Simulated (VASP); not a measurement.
# CdSe (P6_222) in VASP: relaxation of shape and atoms at fixed volume with PBE

Aim: the relaxation of shape and atoms at fixed volume of CdSe with PBE.

Program: VASP 6.6.1. These are calculated values, not measurements. Logs are shortened: lines on timing, memory, paths and dates and some standing lists are left out, and cuts for length are marked.

## 1. The cell of the first run

Symmetry: P6_222, No. 180, hexagonal system. Conventional cell: a = 4.194 Å, b = 4.194 Å, c = 9.778 Å, α = 90.00°, β = 90.00°, γ = 120.00°. Cd (site symmetry 222) has 4 Se at 2.66 Å within 3.5 Å. Se (site symmetry 222) has 4 Cd at 2.66 Å within 3.5 Å.

## 2. Relaxation of shape and atoms at fixed volume, PBE (24.82 Å³/atom)

Contents of INCAR:

```
SYSTEM = CdSe
  ALGO = Normal
  EDIFF = 1E-6
  EDIFFG = -0.01
  ENCUT = 600
  GGA = PE
  IBRION = 2
  ISIF = 4
  ISMEAR = 0
  LASPH = .TRUE.
  LCHARG = .FALSE.
  LREAL = .FALSE.
  LWAVE = .FALSE.
  NELM = 100
  NSW = 50
  PREC = Accurate
  SIGMA = 0.1
```

Contents of KPOINTS:

```
k-points
0
G
  12 12 4
  0 0 0
```

Contents of POSCAR:

```
CdSe
1.0
    4.1936641850      0.0000000000      0.0000000000
   -2.0968320925      3.6318197191      0.0000000000
    0.0000000000      0.0000000000      9.7778402095
Cd Se
3 3
Direct
    0.0000000000      0.5000000000      0.1666666667
    0.5000000000      0.5000000000      0.8333333333
    0.5000000000      0.0000000000      0.5000000000
    0.5000000000      0.5000000000      0.3333333333
    0.5000000000      0.0000000000      0.0000000000
    0.0000000000      0.5000000000      0.6666666667
```

Potentials or basis: VASP PAW PBE potentials, release 64 (Cd, Se).

Command:

```bash
cat potpaw_PBE.64/Cd/POTCAR potpaw_PBE.64/Se/POTCAR > POTCAR
mpirun -np 1 vasp_std > vasp.out
```

OUTCAR:

```text
SYSTEM = CdSe
   EDIFF = 1E-6
   EDIFFG = -0.01
   ENCUT = 600
   GGA = PE
   IBRION = 2
   ISIF = 4
   ISMEAR = 0
   LASPH = .TRUE.
   LREAL = .FALSE.
   NELM = 100
   NSW = 50
   PREC = Accurate

 ion  position               nearest neighbor table
   1  0.000  0.500  0.167-   4 2.66   4 2.66   5 2.66   5 2.66
   2  0.500  0.500  0.833-   6 2.66   6 2.66   5 2.66   5 2.66
   3  0.500  0.000  0.500-   4 2.66   6 2.66   4 2.66   6 2.66
   4  0.500  0.500  0.333-   1 2.66   1 2.66   3 2.66   3 2.66
   5  0.500  0.000  0.000-   1 2.66   2 2.66   2 2.66   1 2.66
   6  0.000  0.500  0.667-   2 2.66   2 2.66   3 2.66   3 2.66

  LATTYP: Found a hexagonal cell.
 ALAT       =     4.1936641850
 C/A-ratio  =     2.3315744366

  Lattice vectors:

 A1 = (   4.1936641850,   0.0000000000,   0.0000000000)
 A2 = (  -2.0968320925,   3.6318197191,   0.0000000000)
 A3 = (   0.0000000000,   0.0000000000,   9.7778402095)

Analysis of symmetry for initial positions (statically):
=====================================================================
 Subroutine PRICEL returns:
 Original cell was already a primitive cell.

 Routine SETGRP: Setting up the symmetry group for a
 hexagonal supercell.

 Subroutine GETGRP returns: Found 12 space group operations
 (whereof  4 operations were pure point group operations)
 out of a pool of 24 trial point group operations.

The static configuration has the point symmetry D_2 .
 The point group associated with its full space group is D_6 .

Analysis of symmetry for dynamics (positions and initial velocities):
=====================================================================
 Subroutine PRICEL returns:
 Original cell was already a primitive cell.

 Routine SETGRP: Setting up the symmetry group for a
 hexagonal supercell.

 Subroutine GETGRP returns: Found 12 space group operations
 (whereof  4 operations were pure point group operations)
 out of a pool of 24 trial point group operations.

The dynamic configuration has the point symmetry D_2 .
 The point group associated with its full space group is D_6 .

 Subroutine INISYM returns: Found 12 space group operations
 (whereof  4 operations are pure point group operations),
 and found     1 'primitive' translations

----------------------------------------------------------------------------------------

                                     Primitive cell

  volume of cell :     148.9227

  direct lattice vectors                    reciprocal lattice vectors
     4.193664185  0.000000000  0.000000000     0.238454954  0.137672032  0.000000000
    -2.096832093  3.631819719  0.000000000     0.000000000  0.275344064  0.000000000
     0.000000000  0.000000000  9.777840210     0.000000000  0.000000000  0.102272074

  length of vectors
     4.193664185  4.193664185  9.777840210     0.275344064  0.275344064  0.102272074

  position of ions in fractional coordinates (direct lattice)
     0.000000000  0.500000000  0.166666667
     0.500000000  0.500000000  0.833333333
     0.500000000  0.000000000  0.500000000
     0.500000000  0.500000000  0.333333333
     0.500000000  0.000000000  0.000000000
     0.000000000  0.500000000  0.666666667

  ion indices of the primitive-cell ions
   primitive index   ion index
                 1           1
                 2           2
                 3           3
                 4           4
                 5           5
                 6           6

----------------------------------------------------------------------------------------

 KPOINTS: k-points

Automatic generation of k-mesh.
 Grid dimensions read from file:
 generate k-points for:   12   12    4

 Generating k-lattice:

  Cartesian coordinates                     Fractional coordinates (reciprocal lattice)
     0.019871246  0.011472669  0.000000000     0.083333333  0.000000000  0.000000000
     0.000000000  0.022945339  0.000000000     0.000000000  0.083333333  0.000000000
     0.000000000  0.000000000  0.025568019     0.000000000  0.000000000  0.250000000

  Length of vectors
     0.022945339  0.022945339  0.025568019

  Shift w.r.t. Gamma in fractional coordinates (k-lattice)
     0.000000000  0.000000000  0.000000000

 Subroutine IBZKPT returns following result:
 ===========================================

 Found     57 irreducible k-points:

 Following reciprocal coordinates:
            Coordinates               Weight
  0.000000  0.000000  0.000000      1.000000
  0.083333  0.000000  0.000000      6.000000
  0.166667  0.000000  0.000000      6.000000
  0.250000  0.000000  0.000000      6.000000
  0.333333  0.000000  0.000000      6.000000
  0.416667  0.000000  0.000000      6.000000
[... 16 lines left out ...]
  0.250000  0.000000  0.250000     12.000000
  0.333333  0.000000  0.250000     12.000000
 [... further k-points ...]
   k-points           NKPTS =     57   k-points in BZ     NKDIM =     57   number of bands    NBANDS=     32
   number of dos      NEDOS =    301   number of ions     NIONS =      6
   total plane-waves  NPLWV = 103680
   dimension x,y,z NGX =    36 NGY =   36 NGZ =   80
   dimension x,y,z NGXF=    72 NGYF=   72 NGZF=  160
   ions per type =               3   3
   NGX,Y,Z   is equivalent  to a cutoff of  14.27, 14.27, 13.60 a.u.
   NGXF,Y,Z  is equivalent  to a cutoff of  28.54, 28.54, 27.20 a.u.
 SYSTEM =  CdSe
   PREC   = accura    normal or accurate (medium, high low for compatibility)
   ISTART =      0    job   : 0-new  1-cont  2-samecut
   ICHARG =      2    charge: 1-file 2-atom 10-const
   ISPIN  =      1    spin polarized calculation?
   LNONCOLLINEAR =      F non collinear calculations
   LSORBIT =      F    spin-orbit coupling
   LASPH  =      T    aspherical Exc in radial PAW
   ENCUT  =  600.0 eV  44.10 Ry    6.64 a.u.   8.38  8.38 19.53*2*pi/ulx,y,z
   NELM   =    100;   NELMIN=  2; NELMDL= -5     # of ELM steps
   EDIFF  = 0.1E-05   stopping-criterion for ELM
   LREAL  =      F    real-space projection
   EDIFFG = -.1E-01   stopping-criterion for IOM
   NSW    =     50    number of steps for IOM
   IBRION =      2    ionic relax: 0-MD 1-quasi-New 2-CG
   NFREE  =      1    steps in history (QN), initial steepest desc. (CG)
   ISIF   =      4    stress and relaxation
   ISYM   =      2    0-nonsym 1-usesym 2-fastsym
   POTIM  = 0.5000    time-step for ionic-motion
   TEBEG  =    0.0;   TEEND  =   0.0 temperature during run
   PSTRESS=    0.0 pullay stress
   NELECT =      54.0000    total number of electrons
   NUPDOWN=      -1.0000    fix difference up-down
   EMIN   =  10.00;   EMAX   =-10.00  energy-range for DOS
   EFERMI =   0.00;   METHOD = LEGACY
   ISMEAR =     0;   SIGMA  =   0.10  broadening in eV -4-tet -1-fermi 0-gaus
   EFERMI_NEDOS =   21; number of points for ismear=-14 and -15
   IALGO  =     38    algorithm
   IMIX   =      4    mixing-type and parameters
     AMIX     =   0.40;   BMIX     =  1.00
     AMIX_MAG =   1.60;   BMIX_MAG =  1.00
  volume/ion in A,a.u.               =      24.82       167.50
  Fermi-wavevector in a.u.,A,eV,Ry     =   1.167398  2.206063 18.542281  1.362819
  Thomas-Fermi vector in A             =   2.303899
   LORBIT       =      0    0 simple, 1 ext, 2 COOP (PROOUT), +10 PAW based schemes
   GGA     = PE    functional components
   LHFCALC =     F    Hartree Fock is set to
   AEXX    =    0.0000 exact exchange contribution
   IVDW    =     0    specifies the selected vdW correction
   LEPSILON=     F    determine dielectric tensor
   LRPA    =     F    only Hartree local field effects (RPA)
 conjugate gradient relaxation of ions
 non-spin polarized calculation
 Gauss-broadening in eV      SIGMA  =   0.10
  energy-cutoff  :      600.00
  volume of cell :      148.92
 maximum number of plane-waves:      5013
 NGX is ok and might be reduce to    36
   NGX = 17   NGY = 17   NGZ = 39

--------------------------------------- Ionic step        1  -------------------------------------------

 number of electron      54.0000009 magnetization

 Free energy of the ion-electron system (eV)
  ---------------------------------------------------
  ext. energy  EPLUGINS =         0.00000000
  ---------------------------------------------------
  free energy    TOTEN  =       -15.73024263 eV

  energy without entropy =      -15.73003913  energy(sigma->0) =      -15.73014088

------------------------ aborting loop because EDIFF is reached ----------------------------------------

  FORCE on cell =-STRESS in cart. coord.  units (eV):
  Direction    XX          YY          ZZ          XY          YZ          ZX
  --------------------------------------------------------------------------------------
  -------------------------------------------------------------------------------------
  Total        3.5345867      3.5345867      3.8414771      0.0000000      0.0000000     -0.0000000
  in kB       38.0266753     38.0266753     41.3283406      0.0000000      0.0000000     -0.0000000
  external PRESSURE =      39.1272304 kB  Pullay stress =       0.0000000 kB
[... 65 lines left out ...]
  energy  without entropy=      -15.7304752226  energy(sigma->0) =      -15.73057741

--------------------------------------- Ionic step        3  -------------------------------------------

 number of electron      54.0000010 magnetization

 Free energy of the ion-electron system (eV)
  ---------------------------------------------------
  ext. energy  EPLUGINS =         0.00000000
  ---------------------------------------------------
  free energy    TOTEN  =       -15.73118382 eV

  energy without entropy =      -15.73097612  energy(sigma->0) =      -15.73107997

 E-fermi :   2.1074     XC(G=0):  -9.6742

 val. band max:        2.0946925099   @ k =   0.0000   0.0000   0.5000
 cond. band min:       2.1164770157   @ k =   0.0000   0.0000   0.0000
 fundamental gap:      0.0217845057
 Fermi energy:         2.1074492953

 k-point     1 :       0.0000    0.0000    0.0000
  band No.  band energies     occupation
      1     -11.0623      2.00000
      2     -10.4732      2.00000
      3     -10.4732      2.00000
      4      -6.3162      2.00000
      5      -6.3162      2.00000
      6      -6.1238      2.00000
[... 829 lines left out ...]
     31       6.0910      0.00000
     32       6.7424      0.00000

 [... further k-points ...]

------------------------ aborting loop because EDIFF is reached ----------------------------------------

  FORCE on cell =-STRESS in cart. coord.  units (eV):
  Direction    XX          YY          ZZ          XY          YZ          ZX
  --------------------------------------------------------------------------------------
  -------------------------------------------------------------------------------------
  Total        3.5899618      3.5899618      3.5774929      0.0000000      0.0000000     -0.0000000
  in kB       38.6224253     38.6224253     38.4882794      0.0000000      0.0000000     -0.0000000
  external PRESSURE =      38.5777100 kB  Pullay stress =       0.0000000 kB
[... 21 lines left out ...]
  FREE ENERGIE OF THE ION-ELECTRON SYSTEM (eV)
  ---------------------------------------------------
  free  energy   TOTEN  =       -15.7311838211 eV

  energy  without entropy=      -15.7309761219  energy(sigma->0) =      -15.73107997

 reached required accuracy - stopping structural energy minimisation
```

It took 4.6 min on 1 thread of Intel Xeon 6975P-C (Granite Rapids), shared host; peak memory 0.51 GiB.

What came out:

| Item | Value |
| --- | --- |
| Free energy | -15.7312 eV |
| Energy gained by relaxing | 0.2 meV/atom |
| Ionic steps | 3 |
| Pressure after relaxing | 3.9 GPa |
| Band gap on the k mesh | 0.02 eV (least direct gap 0.41 eV) |

Step by step:
| step | energy change (eV) | largest force (eV/Å) | pressure (GPa) | volume (Å³) |
| --- | --- | --- | --- | --- |
| 1 | 0.0000 | 0.0000 | 3.91 | 148.92 |
| 2 | -0.0004 | 0.0000 | 3.90 | 148.92 |
| 3 | -0.0009 | 0.0000 | 3.86 | 148.92 |

Final structure:
```
Cd Se
1.0
     4.18011    0.00000    0.00000
    -2.09005    3.62008    0.00000
     0.00000    0.00000    9.84137
Cd Se
3 3
Direct
  0.00000 0.50000 0.16667
  0.50000 0.50000 0.83333
  0.50000 0.00000 0.50000
  0.50000 0.50000 0.33333
  0.50000 0.00000 0.00000
  0.00000 0.50000 0.66667
```

Levels at points of the mesh, in eV from the valence-band top:
```csv
k point,band 24,band 25,band 26,band 27,band 28,band 29,band 30,band 31
"(0.00, 0.00, 0.00)",-0.54,-0.54,-0.52,-0.39,0.02,2.89,2.89,5.50
"(0.50, 0.00, 0.00)",-1.57,-1.57,-1.15,-1.15,2.01,2.50,2.83,3.77
"(0.00, 0.00, 0.50)",-0.66,-0.59,-0.59,0.00,1.80,1.80,3.06,5.07
"(0.50, 0.00, 0.50)",-1.46,-1.45,-1.34,-1.17,1.58,3.01,3.25,3.38
```

Caveat: semilocal functionals underestimate gaps, and a narrow one can read as zero. A k mesh can miss the band edges.
